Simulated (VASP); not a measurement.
# WC (P-6m2) in VASP: notebook

WC is run at these levels: PBE; tasks: single point.

Everything below comes from runs of VASP 6.6.1. Logs are shortened: lines on timing, memory, paths and dates and some standing lists are left out, and cuts for length are marked.

## (1) The cell of the first run

The structure is hexagonal, space group P-6m2 (No. 187). The conventional cell has a = 2.861 Å, b = 2.861 Å, c = 2.791 Å, α = 90.00°, β = 90.00°, γ = 120.00°. Within 2.9 Å of W (site symmetry -6m2) lie 6 C at 2.16 Å and 8 W at 2.79 to 2.86 Å. Within 2.9 Å of C (site symmetry -6m2) lie 6 W at 2.16 Å and 8 C at 2.79 to 2.86 Å.

## (2) Single point, PBE (volume scaled by 0.96)

File INCAR:

```
SYSTEM = WC
ALGO = Normal
EDIFF = 1E-7
ENCUT = 520
GGA = PE
ISIF = 2
ISMEAR = -1
LASPH = .True.
LCHARG = .False.
LREAL = .False.
LWAVE = .False.
NBANDS = 16
NELM = 60
PREC = Accurate
SIGMA = 0.05
```

File KPOINTS:

```
k-points
0
Gamma
  13 13 12
  0 0 0
```

File POSCAR:

```
WC
1.0
    2.8613006652      0.0000000000      0.0000000000
   -1.4306503326      2.4779590640      0.0000000000
    0.0000000000      0.0000000000      2.7907655833
W C
1 1
Direct
    0.0000000000      0.0000000000      0.0000000000
    0.6666666667      0.3333333333      0.5000000000
```

Potentials or basis: VASP PAW PBE potentials, release 64 (W_sv, C).

The run is started by

```bash
cat potpaw_PBE.64/W_sv/POTCAR potpaw_PBE.64/C/POTCAR > POTCAR
mpirun -np 1 vasp_std > vasp.out
```

OUTCAR:

```text
SYSTEM = WC
   EDIFF = 1E-7
   ENCUT = 520
   GGA = PE
   ISIF = 2
   ISMEAR = -1
   LASPH = .True.
   LREAL = .False.
   NELM = 60
   PREC = Accurate

 ion  position               nearest neighbor table
   1  0.000  0.000  0.000-   2 2.16   2 2.16   2 2.16   2 2.16   2 2.16   2 2.16
   2  0.667  0.333  0.500-   1 2.16   1 2.16   1 2.16   1 2.16   1 2.16   1 2.16

  LATTYP: Found a hexagonal cell.
 ALAT       =     2.8613006652
 C/A-ratio  =     0.9753485949

  Lattice vectors:

 A1 = (   2.8613006652,   0.0000000000,   0.0000000000)
 A2 = (  -1.4306503326,   2.4779590640,   0.0000000000)
 A3 = (   0.0000000000,   0.0000000000,   2.7907655833)

Analysis of symmetry for initial positions (statically):
=====================================================================
 Subroutine PRICEL returns:
 Original cell was already a primitive cell.

 Routine SETGRP: Setting up the symmetry group for a
 hexagonal supercell.

 Subroutine GETGRP returns: Found 12 space group operations
 (whereof 12 operations were pure point group operations)
 out of a pool of 24 trial point group operations.

The static configuration has the point symmetry D_3h.

Analysis of symmetry for dynamics (positions and initial velocities):
=====================================================================
 Subroutine PRICEL returns:
 Original cell was already a primitive cell.

 Routine SETGRP: Setting up the symmetry group for a
 hexagonal supercell.

 Subroutine GETGRP returns: Found 12 space group operations
 (whereof 12 operations were pure point group operations)
 out of a pool of 24 trial point group operations.

The dynamic configuration has the point symmetry D_3h.

 Subroutine INISYM returns: Found 12 space group operations
 (whereof 12 operations are pure point group operations),
 and found     1 'primitive' translations

----------------------------------------------------------------------------------------

                                     Primitive cell

  volume of cell :      19.7870

  direct lattice vectors                    reciprocal lattice vectors
     2.861300665  0.000000000  0.000000000     0.349491409  0.201778959  0.000000000
    -1.430650333  2.477959064  0.000000000     0.000000000  0.403557918  0.000000000
     0.000000000  0.000000000  2.790765583     0.000000000  0.000000000  0.358324614

  length of vectors
     2.861300665  2.861300665  2.790765583     0.403557918  0.403557918  0.358324614

  position of ions in fractional coordinates (direct lattice)
     0.000000000  0.000000000  0.000000000
     0.666666667  0.333333333  0.500000000

  ion indices of the primitive-cell ions
   primitive index   ion index
                 1           1
                 2           2

----------------------------------------------------------------------------------------

 KPOINTS: k-points

Automatic generation of k-mesh.
 Grid dimensions read from file:
 generate k-points for:   13   13   12

 Generating k-lattice:

  Cartesian coordinates                     Fractional coordinates (reciprocal lattice)
     0.026883955  0.015521458  0.000000000     0.076923077  0.000000000  0.000000000
     0.000000000  0.031042917  0.000000000     0.000000000  0.076923077  0.000000000
     0.000000000  0.000000000  0.029860384     0.000000000  0.000000000  0.083333333

  Length of vectors
     0.031042917  0.031042917  0.029860384

  Shift w.r.t. Gamma in fractional coordinates (k-lattice)
     0.000000000  0.000000000  0.000000000

 Subroutine IBZKPT returns following result:
 ===========================================

 Found    147 irreducible k-points:

 Following reciprocal coordinates:
            Coordinates               Weight
  0.000000  0.000000  0.000000      1.000000
  0.076923  0.000000  0.000000      6.000000
  0.153846  0.000000  0.000000      6.000000
  0.230769  0.000000  0.000000      6.000000
  0.307692  0.000000  0.000000      6.000000
  0.384615  0.000000  0.000000      6.000000
[... 16 lines left out ...]
  0.076923  0.000000  0.083333     12.000000
  0.153846  0.000000  0.083333     12.000000
 [... further k-points ...]
   k-points           NKPTS =    147   k-points in BZ     NKDIM =    147   number of bands    NBANDS=     16
   number of dos      NEDOS =    301   number of ions     NIONS =      2
   total plane-waves  NPLWV =  13824
   dimension x,y,z NGX =    24 NGY =   24 NGZ =   24
   dimension x,y,z NGXF=    48 NGYF=   48 NGZF=   48
   ions per type =               1   1
   NGX,Y,Z   is equivalent  to a cutoff of  13.94, 13.94, 14.30 a.u.
   NGXF,Y,Z  is equivalent  to a cutoff of  27.89, 27.89, 28.59 a.u.
 SYSTEM =  WC
   PREC   = accura    normal or accurate (medium, high low for compatibility)
   ISTART =      0    job   : 0-new  1-cont  2-samecut
   ICHARG =      2    charge: 1-file 2-atom 10-const
   ISPIN  =      1    spin polarized calculation?
   LNONCOLLINEAR =      F non collinear calculations
   LSORBIT =      F    spin-orbit coupling
   LASPH  =      T    aspherical Exc in radial PAW
   ENCUT  =  520.0 eV  38.22 Ry    6.18 a.u.   5.32  5.32  5.19*2*pi/ulx,y,z
   NELM   =     60;   NELMIN=  2; NELMDL= -5     # of ELM steps
   EDIFF  = 0.1E-06   stopping-criterion for ELM
   LREAL  =      F    real-space projection
   EDIFFG = 0.1E-05   stopping-criterion for IOM
   NSW    =      0    number of steps for IOM
   IBRION =     -1    ionic relax: 0-MD 1-quasi-New 2-CG
   NFREE  =      0    steps in history (QN), initial steepest desc. (CG)
   ISIF   =      2    stress and relaxation
   ISYM   =      2    0-nonsym 1-usesym 2-fastsym
   POTIM  = 0.5000    time-step for ionic-motion
   TEBEG  =    0.0;   TEEND  =   0.0 temperature during run
   PSTRESS=    0.0 pullay stress
   NELECT =      18.0000    total number of electrons
   NUPDOWN=      -1.0000    fix difference up-down
   EMIN   =  10.00;   EMAX   =-10.00  energy-range for DOS
   EFERMI =   0.00;   METHOD = LEGACY
   ISMEAR =    -1;   SIGMA  =   0.05  broadening in eV -4-tet -1-fermi 0-gaus
   EFERMI_NEDOS =   21; number of points for ismear=-14 and -15
   IALGO  =     38    algorithm
   IMIX   =      4    mixing-type and parameters
     AMIX     =   0.40;   BMIX     =  1.00
     AMIX_MAG =   1.60;   BMIX_MAG =  1.00
  volume/ion in A,a.u.               =       9.89        66.76
  Fermi-wavevector in a.u.,A,eV,Ry     =   1.586251  2.997580 34.234889  2.516193
  Thomas-Fermi vector in A             =   2.685591
   LORBIT       =      0    0 simple, 1 ext, 2 COOP (PROOUT), +10 PAW based schemes
   GGA     = PE    functional components
   LHFCALC =     F    Hartree Fock is set to
   AEXX    =    0.0000 exact exchange contribution
   IVDW    =     0    specifies the selected vdW correction
   LEPSILON=     F    determine dielectric tensor
   LRPA    =     F    only Hartree local field effects (RPA)
 non-spin polarized calculation
  energy-cutoff  :      520.00
  volume of cell :       19.79
 maximum number of plane-waves:       555
 NGX is ok and might be reduce to    24
   NGX = 11   NGY = 11   NGZ = 11

 number of electron      17.9999999 magnetization

 Free energy of the ion-electron system (eV)
  ---------------------------------------------------
  ext. energy  EPLUGINS =         0.00000000
  ---------------------------------------------------
  free energy    TOTEN  =       -22.33931119 eV

  energy without entropy =      -22.33694255  energy(sigma->0) =      -22.33812687

 E-fermi :  11.7985     XC(G=0): -14.0665

 val. band max:       11.7706565212   @ k =   0.0769   0.0769   0.5000
 cond. band min:      11.8128372273   @ k =   0.4615   0.0769   0.4167
 fundamental gap:      0.0421807061
 Fermi energy:        11.7985094608

 k-point     1 :       0.0000    0.0000    0.0000
  band No.  band energies     occupation
      1     -62.1251      2.00000
      2     -26.1014      2.00000
      3     -25.9870      2.00000
      4     -25.9870      2.00000
      5      -3.0464      2.00000
      6       7.1833      2.00000
[... 8 lines left out ...]
     15      26.6239      0.00000
     16      28.9499      0.00000

 k-point     2 :       0.0769    0.0000    0.0000
  band No.  band energies     occupation
      1     -62.1209      2.00000
      2     -26.0939      2.00000
      3     -26.0457      2.00000
      4     -26.0001      2.00000
      5      -2.8805      2.00000
      6       7.2330      2.00000
[... 8 lines left out ...]
     15      26.2560      0.00000
     16      29.2955      0.00000

 k-point     3 :       0.1538    0.0000    0.0000
  band No.  band energies     occupation
      1     -62.1095      2.00000
      2     -26.2059      2.00000
      3     -26.0728      2.00000
      4     -26.0363      2.00000
      5      -2.4095      2.00000
      6       6.9392      2.00000
[... 8 lines left out ...]
     15      25.8537      0.00000
     16      30.2568      0.00000

 k-point     4 :       0.2308    0.0000    0.0000
  band No.  band energies     occupation
      1     -62.0931      2.00000
      2     -26.4256      2.00000
      3     -26.0870      2.00000
      4     -26.0430      2.00000
      5      -1.7077      2.00000
      6       6.1807      2.00000
[... 8 lines left out ...]
     15      26.0051      0.00000
     16      30.5384      0.00000
[... 324 lines left out ...]
 k-point    22 :       0.0000    0.0000    0.0833
  band No.  band energies     occupation
      1     -62.1217      2.00000
      2     -26.1641      2.00000
      3     -25.9816      2.00000
      4     -25.9816      2.00000
      5      -2.8642      2.00000
      6       7.1139      2.00000
[... 8 lines left out ...]
     15      27.0286      0.00000
     16      28.9758      0.00000

 k-point    23 :       0.0769    0.0000    0.0833
  band No.  band energies     occupation
      1     -62.1175      2.00000
      2     -26.1564      2.00000
      3     -26.0398      2.00000
      4     -25.9947      2.00000
      5      -2.7022      2.00000
      6       7.1904      2.00000
[... 8 lines left out ...]
     15      26.4244      0.00000
     16      29.2759      0.00000

 k-point    24 :       0.1538    0.0000    0.0833
  band No.  band energies     occupation
      1     -62.1060      2.00000
      2     -26.2009      2.00000
      3     -26.1329      2.00000
      4     -26.0307      2.00000
      5      -2.2436      2.00000
      6       7.0095      2.00000
[... 8 lines left out ...]
     15      25.7469      0.00000
     16      30.1340      0.00000

 [... further k-points ...]

------------------------ aborting loop because EDIFF is reached ----------------------------------------

  FORCE on cell =-STRESS in cart. coord.  units (eV):
  Direction    XX          YY          ZZ          XY          YZ          ZX
  --------------------------------------------------------------------------------------
  -------------------------------------------------------------------------------------
  Total        3.3888330      3.3888330      3.7835876      0.0000000      0.0000000      0.0000000
  in kB      274.3972552    274.3972553    306.3609436      0.0000000      0.0000000      0.0000000
  external PRESSURE =     285.0518180 kB  Pullay stress =       0.0000000 kB

 VOLUME and BASIS-vectors are now :
 -----------------------------------------------------------------------------
  energy-cutoff  :      520.00
  volume of cell :       19.79
      direct lattice vectors                 reciprocal lattice vectors
     2.861300665  0.000000000  0.000000000     0.349491409  0.201778959  0.000000000
    -1.430650333  2.477959064  0.000000000     0.000000000  0.403557918  0.000000000
     0.000000000  0.000000000  2.790765583     0.000000000  0.000000000  0.358324614

 POSITION                                       TOTAL-FORCE (eV/Angst)
 -----------------------------------------------------------------------------------
      0.00000      0.00000      0.00000         0.000000     -0.000000      0.000000
      1.43065      0.82599      1.39538        -0.000000      0.000000      0.000000
 -----------------------------------------------------------------------------------
    total drift:                               -0.000000      0.000000      0.000000

  FREE ENERGIE OF THE ION-ELECTRON SYSTEM (eV)
  ---------------------------------------------------
  free  energy   TOTEN  =       -22.3393111854 eV

  energy  without entropy=      -22.3369425545  energy(sigma->0) =      -22.33812687
```

Wall time 98 s (1 thread of AMD EPYC 7R13, shared host); peak memory 0.15 GiB.

What came out:

```
Free energy            : -22.3393 eV
Pressure               : 28.5 GPa
Band gap on the k mesh : zero (band 9 reaches 12.48 eV, above the bottom of band 10 at 11.13 eV)
```

Stress tensor (GPa, compression positive):
```
27.44  0.00  0.00
 0.00 27.44  0.00
 0.00  0.00 30.64
```

Levels at points of the mesh, in eV from the Fermi level:
```
           k point  band 6  band 7  band 8  band 9  band 10  band 11  band 12  band 13
(0.00, 0.00, 0.00)   -4.62   -3.57   -3.57    0.08     3.44     3.44     5.87     5.87
(0.00, 0.00, 0.50)   -8.98   -2.17   -2.17   -0.67    -0.67     3.86     4.62     4.62
```

Caveat: spin-orbit coupling is left out, which moves the levels of the heavy elements.

## (3) Single point, PBE (volume scaled by 0.97)

File INCAR:

```
  PREC = Accurate
  ENCUT = 520
  EDIFF = 1E-6
  ISMEAR = -1
  SIGMA = 0.05
  LREAL = F
  LASPH = T
  NELM = 80
  ALGO = Normal
  ISIF = 2
  LWAVE = F
  LCHARG = F
  GGA = PE
  NBANDS = 16
```

File KPOINTS:

```
regular mesh
0
Gamma
  13 13 12
```

File POSCAR:

```
WC
1.0
    2.8712014385      0.0000000000      0.0000000000
   -1.4356007192      2.4865333851      0.0000000000
    0.0000000000      0.0000000000      2.8004222886
W C
1 1
Direct
    0.0000000000      0.0000000000      0.0000000000
    0.6666666667      0.3333333333      0.5000000000
```

Potentials or basis: VASP PAW PBE potentials, release 64 (W_sv, C).

The run is started by

```bash
cat potpaw_PBE.64/W_sv/POTCAR potpaw_PBE.64/C/POTCAR > POTCAR
mpirun -np 1 vasp_std > vasp.out
```

OUTCAR:

```text
PREC = Accurate
   ENCUT = 520
   EDIFF = 1E-6
   ISMEAR = -1
   LREAL = F
   LASPH = T
   NELM = 80
   ISIF = 2
   GGA = PE

 ion  position               nearest neighbor table
   1  0.000  0.000  0.000-   2 2.17   2 2.17   2 2.17   2 2.17   2 2.17   2 2.17
   2  0.667  0.333  0.500-   1 2.17   1 2.17   1 2.17   1 2.17   1 2.17   1 2.17

  LATTYP: Found a hexagonal cell.
 ALAT       =     2.8712014385
 C/A-ratio  =     0.9753485949

  Lattice vectors:

 A1 = (   2.8712014385,   0.0000000000,   0.0000000000)
 A2 = (  -1.4356007192,   2.4865333851,   0.0000000000)
 A3 = (   0.0000000000,   0.0000000000,   2.8004222886)

Analysis of symmetry for initial positions (statically):
=====================================================================
 Subroutine PRICEL returns:
 Original cell was already a primitive cell.

 Routine SETGRP: Setting up the symmetry group for a
 hexagonal supercell.

 Subroutine GETGRP returns: Found 12 space group operations
 (whereof 12 operations were pure point group operations)
 out of a pool of 24 trial point group operations.

The static configuration has the point symmetry D_3h.

Analysis of symmetry for dynamics (positions and initial velocities):
=====================================================================
 Subroutine PRICEL returns:
 Original cell was already a primitive cell.

 Routine SETGRP: Setting up the symmetry group for a
 hexagonal supercell.

 Subroutine GETGRP returns: Found 12 space group operations
 (whereof 12 operations were pure point group operations)
 out of a pool of 24 trial point group operations.

The dynamic configuration has the point symmetry D_3h.

 Subroutine INISYM returns: Found 12 space group operations
 (whereof 12 operations are pure point group operations),
 and found     1 'primitive' translations

----------------------------------------------------------------------------------------

                                     Primitive cell
[... 110 lines left out ...]
     AMIX     =   0.40;   BMIX     =  1.00
     AMIX_MAG =   1.60;   BMIX_MAG =  1.00
  volume/ion in A,a.u.               =      10.00        67.46
  Fermi-wavevector in a.u.,A,eV,Ry     =   1.580781  2.987244 33.999191  2.498870
  Thomas-Fermi vector in A             =   2.680957
   LORBIT       =      0    0 simple, 1 ext, 2 COOP (PROOUT), +10 PAW based schemes
   GGA     = PE    functional components
   LHFCALC =     F    Hartree Fock is set to
   AEXX    =    0.0000 exact exchange contribution
   IVDW    =     0    specifies the selected vdW correction
   LEPSILON=     F    determine dielectric tensor
   LRPA    =     F    only Hartree local field effects (RPA)
 non-spin polarized calculation
  energy-cutoff  :      520.00
  volume of cell :       19.99
 maximum number of plane-waves:       559
 NGX is ok and might be reduce to    24
   NGX = 11   NGY = 11   NGZ = 11

 number of electron      18.0000000 magnetization

 Free energy of the ion-electron system (eV)
  ---------------------------------------------------
  ext. energy  EPLUGINS =         0.00000000
  ---------------------------------------------------
  free energy    TOTEN  =       -22.37279468 eV

  energy without entropy =      -22.37031465  energy(sigma->0) =      -22.37155466

 E-fermi :  11.6417     XC(G=0): -14.0081

 val. band max:       11.6214535291   @ k =   0.0769   0.0769   0.5000
 cond. band min:      11.6427945699   @ k =   0.4615   0.0769   0.4167
 fundamental gap:      0.0213410407
 Fermi energy:        11.6417149300

 k-point     1 :       0.0000    0.0000    0.0000
  band No.  band energies     occupation
      1     -62.3001      2.00000
      2     -26.2771      2.00000
      3     -26.1667      2.00000
      4     -26.1667      2.00000
      5      -3.1190      2.00000
      6       7.0924      2.00000
[... 433 lines left out ...]
      3     -26.3074      2.00000
      4     -26.2089      2.00000
      5      -2.3273      2.00000
      6       6.9136      2.00000
[... 8 lines left out ...]
     15      25.5155      0.00000
     16      29.8749      0.00000

 [... further k-points ...]

------------------------ aborting loop because EDIFF is reached ----------------------------------------

  FORCE on cell =-STRESS in cart. coord.  units (eV):
  Direction    XX          YY          ZZ          XY          YZ          ZX
  --------------------------------------------------------------------------------------
  -------------------------------------------------------------------------------------
  Total        2.8155260      2.8155260      3.1211522      0.0000000      0.0000000      0.0000000
  in kB      225.6257423    225.6257423    250.1174800      0.0000000      0.0000000      0.0000000
  external PRESSURE =     233.7896548 kB  Pullay stress =       0.0000000 kB

 VOLUME and BASIS-vectors are now :
 -----------------------------------------------------------------------------
  energy-cutoff  :      520.00
  volume of cell :       19.99
      direct lattice vectors                 reciprocal lattice vectors
     2.871201438  0.000000000  0.000000000     0.348286256  0.201083164  0.000000000
    -1.435600719  2.486533385  0.000000000     0.000000000  0.402166328  0.000000000
     0.000000000  0.000000000  2.800422289     0.000000000  0.000000000  0.357089002

 POSITION                                       TOTAL-FORCE (eV/Angst)
 -----------------------------------------------------------------------------------
      0.00000      0.00000      0.00000        -0.000000      0.000000      0.000000
      1.43560      0.82884      1.40021         0.000000      0.000000      0.000000
 -----------------------------------------------------------------------------------
    total drift:                                0.000000     -0.000000      0.000000

  FREE ENERGIE OF THE ION-ELECTRON SYSTEM (eV)
  ---------------------------------------------------
  free  energy   TOTEN  =       -22.3727946794 eV

  energy  without entropy=      -22.3703146497  energy(sigma->0) =      -22.37155466
```

stdout:

```text
POSCAR found type information on POSCAR W C
 POSCAR found :  2 types and       2 ions
 scaLAPACK will be used
 LDA part: xc-table for (Slater+PW92), standard interpolation
 POSCAR, INCAR and KPOINTS ok, starting setup
 FFT: planning ... GRIDC
 FFT: planning ... GRID_SOFT
 FFT: planning ... GRID
 WAVECAR not read
 entering main loop
```

Wall time 92 s (1 thread of AMD EPYC 7R13, shared host); peak memory 0.15 GiB.

Results:

```yaml
Free_energy: -22.3728 eV
Pressure: 23.4 GPa
Band_gap_on_the_k_mesh: zero (band 9 reaches 12.32 eV, above the bottom of band 10 at 10.99 eV)
```

Stress tensor (GPa, compression positive):
```
22.56  0.00  0.00
 0.00 22.56  0.00
 0.00  0.00 25.01
```

Caveat: spin-orbit coupling is left out, which moves the levels of the heavy elements.

[end of part 1 of 2]
